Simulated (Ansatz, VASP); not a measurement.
**Two plane-wave programs on SnO**

Contents of POSCAR:

```
SnO
1.0
    4.1582474000      0.0000000000      0.0000000000
    0.0000000000      3.4457526000      0.0000000000
    0.0000000000      0.0000000000      4.8360000000
Sn O
2 2
Direct
    0.0000000000      0.5000000000      0.2385000000
    0.5000000000      0.0000000000      0.7615000000
    0.0000000000      0.0000000000      0.0000000000
    0.5000000000      0.5000000000      0.0000000000
```

INCAR.step1

```
PREC     = Accurate       # precision mode
ENCUT    = 520            # plane-wave cutoff, eV
ISMEAR   = 0              # smearing method
SIGMA    = 0.03           # smearing width, eV
LREAL    = F              # projectors in reciprocal space
LASPH    = T              # aspherical terms in the spheres
NELM     = 100            # most SCF steps
NBANDS   = 28             # bands
GGA      = PE             # functional
ALGO     = Normal         # electronic algorithm
EDIFF    = 1E-4           # SCF threshold, eV
LWAVE    = T              # write WAVECAR
LCHARG   = F              # write CHGCAR
```

The input INCAR.step2:

```
PREC     = Accurate       # precision mode
ENCUT    = 520            # plane-wave cutoff, eV
EDIFF    = 1E-6           # SCF threshold, eV
ISMEAR   = 0              # smearing method
SIGMA    = 0.03           # smearing width, eV
LREAL    = F              # projectors in reciprocal space
LASPH    = T              # aspherical terms in the spheres
NELM     = 100            # most SCF steps
ALGO     = Normal         # electronic algorithm
ISIF     = 2              # what is computed and relaxed
LWAVE    = F              # write WAVECAR
LCHARG   = F              # write CHGCAR
METAGGA  = R2SCAN         # meta-GGA
LMIXTAU  = T            
NBANDS   = 28             # bands
ISTART   = 1
```

The input KPOINTS:

```
regular mesh
0
Gamma
  10 10 8
```

Input for Ansatz:

```yaml
crystal:
  lattice:
    - [4.1582474, 0.0, 0.0]
    - [0.0, 3.4457526, 0.0]
    - [0.0, 0.0, 4.836]
  atoms:
    - { symbol: Sn, position: [0.0, 0.5, 0.2385] }
    - { symbol: Sn, position: [0.5, 0.0, 0.7615] }
    - { symbol: O, position: [0.0, 0.0, 0.0] }
    - { symbol: O, position: [0.5, 0.5, 0.0] }
basis:
  ecutwfc: 500
kpoints:
  mp_grid: { grid: [10, 10, 8] }
hamiltonian:
  xc: r2scan
scf:
  occupations: { method: gaussian, width: 0.03 }
output:
  forces: true
  stress: true
  eigenvalues: true
  write_density: true
  write_potential: true
  elf: true
  volumetric_format: npy
```

Change from the starting cell: strain +0.0937 x Voigt [1, -1, 0, 0, 0, 0], atoms carried along.

Alike in both runs: task single point; functional r2SCAN; k mesh 10 × 10 × 8; occupations gaussian, width 0.03 eV; no spin polarisation.

|  | VASP | Ansatz |
| --- | --- | --- |
| version | VASP 6.6.1 | Ansatz 0.2.0 |
| potentials or method | VASP PAW PBE potentials, release 64 (Sn_d, O), cutoff 520 eV | scalar-relativistic, plane waves, PAW |
| valence electrons in the cell | 40 | 40 |

Ansatz gave:

- gap on the k mesh at the Fermi level (eV): 0.17
- least direct gap on the mesh (eV): 2.20
- pressure (GPa): 4.4
- traceless stress, the component that is largest in VASP (GPa): 7.14
- rms of the force components (eV/Å): 0.604

**Question.** What did VASP give for the same quantities?

**Answer.** gap on the k mesh at the Fermi level (eV): 0.16; least direct gap on the mesh (eV): 2.19; pressure (GPa): 5.0; traceless stress, the component that is largest in VASP (GPa): 7.48; rms of the force components (eV/Å): 0.658.

VASP's potentials were made for PBE, not for r2SCAN. Atom by atom the forces differ by 0.069 eV/Å (rms over components). With one functional, cell and mesh, what is left measures potentials, basis and numerics.
